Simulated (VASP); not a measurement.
# SiC (Cm) in VASP: notebook

SiC is run at these levels: LDA; tasks: single point.

Program: VASP 6.6.1. These are calculated values, not measurements. Logs are shortened: lines on timing, memory, paths and dates and some standing lists are left out, and cuts for length are marked.

### Step 1. The cell of the first run

The structure is monoclinic, space group Cm (No. 8). The conventional cell has a = 5.325 Å, b = 3.075 Å, c = 3.075 Å, α = 90.00°, β = 125.26°, γ = 90.00°. Si (site symmetry m) has 3 C at 1.50 to 1.95 Å within 2.0 Å. C (site symmetry m) has 3 Si at 1.50 to 1.95 Å within 2.0 Å.

### Step 2. Single point, LDA

INCAR reads:

```
SYSTEM = SiC
PREC = Accurate ; ENCUT = 520
EDIFF = 1E-6 ; ISMEAR = 0
SIGMA = 0.05 ; LREAL = .False.
LASPH = .True. ; NELM = 80
ALGO = Normal ; ISIF = 2
LWAVE = .False. ; LCHARG = .True.
LELF = .True. ; LVHAR = .True.
NBANDS = 11
```

KPOINTS reads:

```
regular mesh
0
Gamma
  14 14 14
  0 0 0
```

POSCAR reads:

```
SiC
1.0
    0.0000000000      2.1740000000      2.1740000000
    2.1740000000      0.0000000000      2.1740000000
    2.1740000000      2.1740000000      0.0000000000
Si C
1 1
Direct
    0.1626280546      0.0000000000      0.0000000000
    0.7500000000      0.7500000000      0.7500000000
```

Potentials or basis: VASP PAW LDA potentials, release 64 (Si, C).

Started as:

```bash
$ cat potpaw_LDA.64/Si/POTCAR potpaw_LDA.64/C/POTCAR > POTCAR
$ mpirun -np 1 vasp_std > vasp.out
```

OUTCAR:

```text
SYSTEM = SiC
   PREC = Accurate
   ENCUT = 520
   EDIFF = 1E-6
   ISMEAR = 0
   LREAL = .False.
   LASPH = .True.
   NELM = 80
   ISIF = 2

 ion  position               nearest neighbor table
   1  0.163  0.000  0.000-   2 1.50   2 1.95   2 1.95   2 2.31
   2  0.750  0.750  0.750-   1 1.50   1 1.95   1 1.95   1 2.31

  LATTYP: Found a face centered cubic cell.
 ALAT       =     4.3480000000

  Lattice vectors:

 A1 = (   0.0000000000,   2.1740000000,   2.1740000000)
 A2 = (   2.1740000000,   0.0000000000,   2.1740000000)
 A3 = (   2.1740000000,   2.1740000000,   0.0000000000)

Analysis of symmetry for initial positions (statically):
=====================================================================
 Subroutine PRICEL returns:
 Original cell was already a primitive cell.

 Routine SETGRP: Setting up the symmetry group for a
 face centered cubic supercell.

 Subroutine GETGRP returns: Found  2 space group operations
 (whereof  2 operations were pure point group operations)
 out of a pool of 48 trial point group operations.

The static configuration has the point symmetry C_1h.

Analysis of symmetry for dynamics (positions and initial velocities):
=====================================================================
 Subroutine PRICEL returns:
 Original cell was already a primitive cell.

 Routine SETGRP: Setting up the symmetry group for a
 face centered cubic supercell.

 Subroutine GETGRP returns: Found  2 space group operations
 (whereof  2 operations were pure point group operations)
 out of a pool of 48 trial point group operations.

The dynamic configuration has the point symmetry C_1h.

 Subroutine INISYM returns: Found  2 space group operations
 (whereof  2 operations are pure point group operations),
 and found     1 'primitive' translations

----------------------------------------------------------------------------------------

                                     Primitive cell

  volume of cell :      20.5498

  direct lattice vectors                    reciprocal lattice vectors
     0.000000000  2.174000000  2.174000000    -0.229990800  0.229990800  0.229990800
     2.174000000  0.000000000  2.174000000     0.229990800 -0.229990800  0.229990800
     2.174000000  2.174000000  0.000000000     0.229990800  0.229990800 -0.229990800

  length of vectors
     3.074500285  3.074500285  3.074500285     0.398355752  0.398355752  0.398355752

  position of ions in fractional coordinates (direct lattice)
     0.162628055  0.000000000  0.000000000
     0.750000000  0.750000000  0.750000000

  ion indices of the primitive-cell ions
   primitive index   ion index
                 1           1
                 2           2

----------------------------------------------------------------------------------------

 KPOINTS: regular mesh

Automatic generation of k-mesh.
 Grid dimensions read from file:
 generate k-points for:   14   14   14

 Generating k-lattice:

  Cartesian coordinates                     Fractional coordinates (reciprocal lattice)
    -0.016427914  0.016427914  0.016427914     0.071428571  0.000000000  0.000000000
     0.016427914 -0.016427914  0.016427914     0.000000000  0.071428571  0.000000000
     0.016427914  0.016427914 -0.016427914     0.000000000  0.000000000  0.071428571

  Length of vectors
     0.028453982  0.028453982  0.028453982

  Shift w.r.t. Gamma in fractional coordinates (k-lattice)
     0.000000000  0.000000000  0.000000000

 Subroutine IBZKPT returns following result:
 ===========================================

 Found    744 irreducible k-points:

 Following reciprocal coordinates:
            Coordinates               Weight
  0.000000  0.000000  0.000000      1.000000
  0.071429  0.000000  0.000000      2.000000
  0.000000  0.071429  0.000000      4.000000
  0.071429  0.071429  0.071429      2.000000
  0.142857  0.000000  0.000000      2.000000
  0.000000  0.142857  0.000000      4.000000
[... 16 lines left out ...]
  0.071429  0.071429  0.000000      4.000000
  0.000000  0.071429  0.071429      2.000000
 [... further k-points ...]
   k-points           NKPTS =    744   k-points in BZ     NKDIM =    744   number of bands    NBANDS=     11
   number of dos      NEDOS =    301   number of ions     NIONS =      2
   total plane-waves  NPLWV =  13824
   dimension x,y,z NGX =    24 NGY =   24 NGZ =   24
   dimension x,y,z NGXF=    48 NGYF=   48 NGZF=   48
   ions per type =               1   1
   NGX,Y,Z   is equivalent  to a cutoff of  12.98, 12.98, 12.98 a.u.
   NGXF,Y,Z  is equivalent  to a cutoff of  25.95, 25.95, 25.95 a.u.
 SYSTEM =  SiC
   PREC   = accura    normal or accurate (medium, high low for compatibility)
   ISTART =      0    job   : 0-new  1-cont  2-samecut
   ICHARG =      2    charge: 1-file 2-atom 10-const
   ISPIN  =      1    spin polarized calculation?
   LNONCOLLINEAR =      F non collinear calculations
   LSORBIT =      F    spin-orbit coupling
   LASPH  =      T    aspherical Exc in radial PAW
   ENCUT  =  520.0 eV  38.22 Ry    6.18 a.u.   5.72  5.72  5.72*2*pi/ulx,y,z
   NELM   =     80;   NELMIN=  2; NELMDL= -5     # of ELM steps
   EDIFF  = 0.1E-05   stopping-criterion for ELM
   LREAL  =      F    real-space projection
   EDIFFG = 0.1E-04   stopping-criterion for IOM
   NSW    =      0    number of steps for IOM
   IBRION =     -1    ionic relax: 0-MD 1-quasi-New 2-CG
   NFREE  =      0    steps in history (QN), initial steepest desc. (CG)
   ISIF   =      2    stress and relaxation
   ISYM   =      2    0-nonsym 1-usesym 2-fastsym
   POTIM  = 0.5000    time-step for ionic-motion
   TEBEG  =    0.0;   TEEND  =   0.0 temperature during run
   PSTRESS=    0.0 pullay stress
   NELECT =       8.0000    total number of electrons
   NUPDOWN=      -1.0000    fix difference up-down
   EMIN   =  10.00;   EMAX   =-10.00  energy-range for DOS
   EFERMI =   0.00;   METHOD = LEGACY
   ISMEAR =     0;   SIGMA  =   0.05  broadening in eV -4-tet -1-fermi 0-gaus
   EFERMI_NEDOS =   21; number of points for ismear=-14 and -15
   IALGO  =     38    algorithm
   IMIX   =      4    mixing-type and parameters
     AMIX     =   0.40;   BMIX     =  1.00
     AMIX_MAG =   1.60;   BMIX_MAG =  1.00
  volume/ion in A,a.u.               =      10.27        69.34
  Fermi-wavevector in a.u.,A,eV,Ry     =   1.195369  2.258920 19.441458  1.428907
  Thomas-Fermi vector in A             =   2.331336
   LORBIT       =      0    0 simple, 1 ext, 2 COOP (PROOUT), +10 PAW based schemes
   GGA     = CA    functional components
   LHFCALC =     F    Hartree Fock is set to
   AEXX    =    0.0000 exact exchange contribution
   IVDW    =     0    specifies the selected vdW correction
   LEPSILON=     F    determine dielectric tensor
   LRPA    =     F    only Hartree local field effects (RPA)
 non-spin polarized calculation
 Gauss-broadening in eV      SIGMA  =   0.05
  energy-cutoff  :      520.00
  volume of cell :       20.55
 maximum number of plane-waves:       568
   NGX = 11   NGY = 11   NGZ = 11

 number of electron       8.0000001 magnetization

 Free energy of the ion-electron system (eV)
  ---------------------------------------------------
  ext. energy  EPLUGINS =         0.00000000
  ---------------------------------------------------
  free energy    TOTEN  =       -14.02985106 eV

  energy without entropy =      -14.02959968  energy(sigma->0) =      -14.02972537

 E-fermi :   9.1767     XC(G=0): -11.5690

 val. band max:        9.1745373421   @ k =   0.0000  -0.0714   0.0714
 cond. band min:       9.1784852194   @ k =   0.0714   0.0000  -0.1429
 fundamental gap:      0.0039478773
 Fermi energy:         9.1767124808

 k-point     1 :       0.0000    0.0000    0.0000
  band No.  band energies     occupation
      1      -7.3460      2.00000
      2       5.8858      2.00000
      3       8.1199      2.00000
      4       9.2844      0.00232
      5      13.5233      0.00000
      6      14.8855      0.00000
      7      15.9686      0.00000
      8      16.8154      0.00000
      9      21.8821      0.00000
     10      22.2742      0.00000
     11      22.6166      0.00000

 k-point     2 :       0.0714    0.0000    0.0000
  band No.  band energies     occupation
      1      -7.2449      2.00000
      2       5.5579      2.00000
      3       8.0218      2.00000
      4       9.1875      0.75925
      5      13.6923      0.00000
      6      15.1503      0.00000
      7      15.7062      0.00000
      8      16.9809      0.00000
      9      21.0825      0.00000
     10      21.6816      0.00000
     11      23.3355      0.00000

 k-point     3 :       0.0000    0.0714    0.0000
  band No.  band energies     occupation
      1      -7.2474      2.00000
      2       5.7371      2.00000
      3       7.7843      2.00000
      4       9.2089      0.36219
      5      13.6316      0.00000
      6      14.7806      0.00000
      7      15.8275      0.00000
      8      17.3021      0.00000
      9      21.4805      0.00000
     10      21.8748      0.00000
     11      22.9892      0.00000

 k-point     4 :       0.0714    0.0714    0.0714
  band No.  band energies     occupation
      1      -7.2501      2.00000
      2       5.8216      2.00000
      3       8.0761      2.00000
      4       8.6719      2.00000
      5      13.8381      0.00000
      6      14.8733      0.00000
      7      15.7845      0.00000
      8      17.0498      0.00000
      9      21.8242      0.00000
     10      22.0933      0.00000
     11      22.6270      0.00000
[... 239 lines left out ...]
 k-point    22 :       0.5000    0.5000    0.5000
  band No.  band energies     occupation
      1      -4.2066      2.00000
      2       0.4851      2.00000
      3       5.4132      2.00000
      4       7.4562      2.00000
      5      13.3141      0.00000
      6      13.5214      0.00000
      7      15.8836      0.00000
      8      17.7879      0.00000
      9      22.4092      0.00000
     10      25.4927      0.00000
     11      26.3880      0.00000

 k-point    23 :       0.0714    0.0714    0.0000
  band No.  band energies     occupation
      1      -7.2146      2.00000
      2       5.6755      2.00000
      3       7.8421      2.00000
      4       8.9653      2.00000
      5      13.7705      0.00000
      6      14.6471      0.00000
      7      16.1486      0.00000
      8      17.1258      0.00000
      9      20.8749      0.00000
     10      22.3223      0.00000
     11      23.1885      0.00000

 k-point    24 :       0.0000    0.0714    0.0714
  band No.  band energies     occupation
      1      -7.2147      2.00000
      2       5.6480      2.00000
      3       7.8593      2.00000
      4       9.0302      1.99997
      5      13.7864      0.00000
      6      15.1131      0.00000
      7      15.2575      0.00000
      8      17.4132      0.00000
      9      20.7978      0.00000
     10      22.4702      0.00000
     11      23.0939      0.00000

 [... further k-points ...]

------------------------ aborting loop because EDIFF is reached ----------------------------------------

  FORCE on cell =-STRESS in cart. coord.  units (eV):
  Direction    XX          YY          ZZ          XY          YZ          ZX
  --------------------------------------------------------------------------------------
  -------------------------------------------------------------------------------------
  Total        7.5687577      2.3293339      2.3293339     -4.7544083      4.1471972     -4.7544084
  in kB      590.1012985    181.6074693    181.6074693   -370.6793933    323.3379321   -370.6794021
  external PRESSURE =     317.7720790 kB  Pullay stress =       0.0000000 kB

 VOLUME and BASIS-vectors are now :
 -----------------------------------------------------------------------------
  energy-cutoff  :      520.00
  volume of cell :       20.55
      direct lattice vectors                 reciprocal lattice vectors
     0.000000000  2.174000000  2.174000000    -0.229990800  0.229990800  0.229990800
     2.174000000  0.000000000  2.174000000     0.229990800 -0.229990800  0.229990800
     2.174000000  2.174000000  0.000000000     0.229990800  0.229990800 -0.229990800

 POSITION                                       TOTAL-FORCE (eV/Angst)
 -----------------------------------------------------------------------------------
      0.00000      0.35355      0.35355         9.623242     -7.969118     -7.969118
      3.26100      3.26100      3.26100        -9.623242      7.969118      7.969118
 -----------------------------------------------------------------------------------
    total drift:                                0.000098     -0.000063     -0.000063

  FREE ENERGIE OF THE ION-ELECTRON SYSTEM (eV)
  ---------------------------------------------------
  free  energy   TOTEN  =       -14.0298510579 eV

  energy  without entropy=      -14.0295996763  energy(sigma->0) =      -14.02972537
```

Run time: 4.1 min. Hardware: 1 thread of AMD EPYC 7R13, shared host; peak memory 0.23 GiB.

What came out:

```yaml
Free_energy: -14.0299 eV
Pressure: 31.8 GPa
Largest_force: 14.820 eV/Å
Band_gap_on_the_k_mesh: zero (bands 4 and 5 overlap by 0.61 eV)
```

Forces in eV/Å, atoms in the order of the input:
```
Si   9.623 -7.969 -7.969
C   -9.623  7.969  7.969
```

Stress tensor (GPa, compression positive):
```
 59.01 -37.07 -37.07
-37.07  18.16  32.33
-37.07  32.33  18.16
```

Caveat: the cell differs from its parent crystal (all Si atoms moved -0.500 Å, as atom 1 towards its neighbour atom 1 (Si) at 3.075 Å); the stress differs along the axes, from 18 to 59 GPa; semilocal functionals underestimate gaps, and a narrow one can read as zero; forces of over 1 eV/Å act on the atoms, so gaps and moduli don't describe the material at rest.

### Step 3. Single point, LDA

INCAR reads:

```
ALGO = Normal ; EDIFF = 1E-7
ENCUT = 520 ; GGA = CA
ISIF = 2 ; ISMEAR = 0
LASPH = T ; LCHARG = F
LREAL = F ; LWAVE = F
NBANDS = 11 ; NELM = 80
PREC = Accurate ; SIGMA = 0.05
```

KPOINTS reads:

```
k-points
0
Gamma
  14 14 14
```

Changes to POSCAR since step 2:

```diff
@@ -8,3 +8,3 @@
 Direct
-    0.1626280546      0.0000000000      0.0000000000
+   -0.1219710409      0.0000000000      0.0000000000
     0.7500000000      0.7500000000      0.7500000000
```

Potentials or basis: VASP PAW LDA potentials, release 64 (Si, C).

Started as:

```bash
$ cat potpaw_LDA.64/Si/POTCAR potpaw_LDA.64/C/POTCAR > POTCAR
$ mpirun -np 1 vasp_std > vasp.out
```

It took 4.9 min on 1 thread of AMD EPYC 7R13, shared host; peak memory 0.23 GiB.

The run converged. Its results:

```yaml
Free_energy: -15.2244 eV
Pressure: 15.8 GPa
Largest_force: 9.453 eV/Å
Band_gap_on_the_k_mesh: zero (bands 4 and 5 overlap by 0.28 eV)
```

Forces in eV/Å, atoms in the order of the input:
```
Si   5.152  5.605  5.605
C   -5.152 -5.605 -5.605
```

Stress tensor (GPa, compression positive):
```
28.18 22.95 22.95
22.95  9.63 19.49
22.95 19.49  9.63
```

Levels at points of the mesh, in eV from the Fermi level:
```tsv
k point	band 2	band 3	band 4	band 5	band 6	band 7
(0.00, 0.00, 0.00)	-2.88	-1.07	0.06	4.67	5.82	6.30
(0.50, 0.00, 0.00)	-8.86	-3.48	-1.82	4.21	4.65	6.57
(0.00, 0.50, 0.00)	-9.67	-3.31	-0.88	3.51	4.82	7.29
(0.50, 0.50, 0.50)	-10.61	-2.38	-1.20	3.99	5.78	7.42
(0.50, 0.50, 0.00)	-8.86	-4.79	-3.74	-0.08	2.84	12.03
(0.00, 0.50, 0.50)	-9.13	-4.29	-3.69	-0.22	2.56	11.78
```

Caveat: the cell differs from its parent crystal (all Si atoms moved +0.375 Å, as atom 1 towards its neighbour atom 1 (Si) at 3.075 Å); the stress differs along the axes, from 10 to 28 GPa; semilocal functionals underestimate gaps, and a narrow one can read as zero; forces of over 1 eV/Å act on the atoms, so gaps and moduli don't describe the material at rest.

### Step 4. Single point, LDA

INCAR reads:

```
SYSTEM = SiC
ALGO = Normal
EDIFF = 1E-6
ENCUT = 520
ISIF = 2
ISMEAR = 0
LASPH = .True.
LCHARG = .True.
LELF = .True.
LREAL = .False.
LVHAR = .True.
LWAVE = .False.
NBANDS = 11
NELM = 100
PREC = Accurate
SIGMA = 0.05
```

KPOINTS reads:

```
k-points
0
Gamma
  14 14 14
  0 0 0
```

Changes to POSCAR since step 3:

```diff
@@ -8,3 +8,3 @@
 Direct
-   -0.1219710409      0.0000000000      0.0000000000
+   -0.1422995477      0.0000000000      0.0000000000
     0.7500000000      0.7500000000      0.7500000000
```

Started as:

```bash
$ cat potpaw_LDA.64/Si/POTCAR potpaw_LDA.64/C/POTCAR > POTCAR
$ mpirun -np 1 vasp_std > vasp.out
```

Wall time 4.2 min (1 thread of AMD EPYC 7R13, shared host); peak memory 0.23 GiB.

It converged, with:

* Free energy: -14.6795 eV
* Pressure: 23.1 GPa
* Largest force: 11.936 eV/Å
* Band gap on the k mesh: zero (bands 4 and 5 overlap by 0.46 eV)

Forces on the atoms (eV/Å):
```
Si   7.179  6.743  6.743
C   -7.179 -6.743 -6.743
```

Stress tensor (GPa, compression positive):
```
41.64 29.47 29.47
29.47 13.79 25.80
29.47 25.80 13.79
```

Levels at points of the mesh, in eV from the Fermi level:
| k point | band 1 | band 2 | band 3 | band 4 | band 5 | band 6 | band 7 | band 8 | band 9 |
| --- | --- | --- | --- | --- | --- | --- | --- | --- | --- |
| (0.00, 0.00, 0.00) | -16.53 | -3.11 | -1.07 | 0.09 | 4.50 | 5.75 | 6.52 | 7.42 | 12.92 |
| (0.50, 0.00, 0.00) | -13.35 | -8.78 | -3.65 | -1.77 | 4.17 | 4.47 | 6.64 | 8.63 | 13.54 |
| (0.00, 0.50, 0.00) | -13.04 | -9.66 | -3.41 | -0.76 | 3.30 | 4.73 | 7.31 | 9.11 | 13.43 |
| (0.50, 0.50, 0.50) | -12.56 | -10.67 | -2.40 | -1.13 | 3.87 | 5.78 | 7.60 | 8.13 | 13.29 |
| (0.50, 0.50, 0.00) | -11.71 | -8.82 | -4.81 | -3.68 | -0.16 | 2.76 | 11.75 | 13.19 | 13.44 |
| (0.00, 0.50, 0.50) | -11.63 | -9.14 | -4.28 | -3.52 | -0.36 | 2.45 | 11.37 | 13.35 | 14.38 |

Caveat: the cell differs from its parent crystal (all Si atoms moved +0.438 Å, as atom 1 towards its neighbour atom 1 (Si) at 3.075 Å); the stress differs along the axes, from 14 to 42 GPa; semilocal functionals underestimate gaps, and a narrow one can read as zero; forces of over 1 eV/Å act on the atoms, so gaps and moduli don't describe the material at rest.

### Step 5. Summary

| cell | gap on the mesh (eV) | pressure (GPa) | largest force (eV/Å) |
| --- | --- | --- | --- |
| as given, atomic positions A | none | 31.8 | 14.82 |
| as given, atomic positions B | none | 15.8 | 9.45 |
| as given, atomic positions C | none | 23.1 | 11.94 |

Alike in all rows: task single point; level LDA; potentials or basis VASP PAW LDA potentials, release 64 (Si, C); no spin polarisation; k mesh 14 × 14 × 14; cutoff (eV) 520; smearing gaussian 0.05 eV.

Caveats: semilocal functionals underestimate gaps, and a narrow one can read as zero; forces of over 1 eV/Å act on the atoms, so gaps and moduli don't describe the material at rest; the stress differs along the axes, from 18 to 59 GPa (at least some runs); the stress differs along the axes, from 10 to 28 GPa (at least some runs); the stress differs along the axes, from 14 to 42 GPa (at least some runs).

Absolute energies hang on the potentials; compare differences alone.

The gap in the log of VASP goes by the Fermi energy; the results here count the filled bands.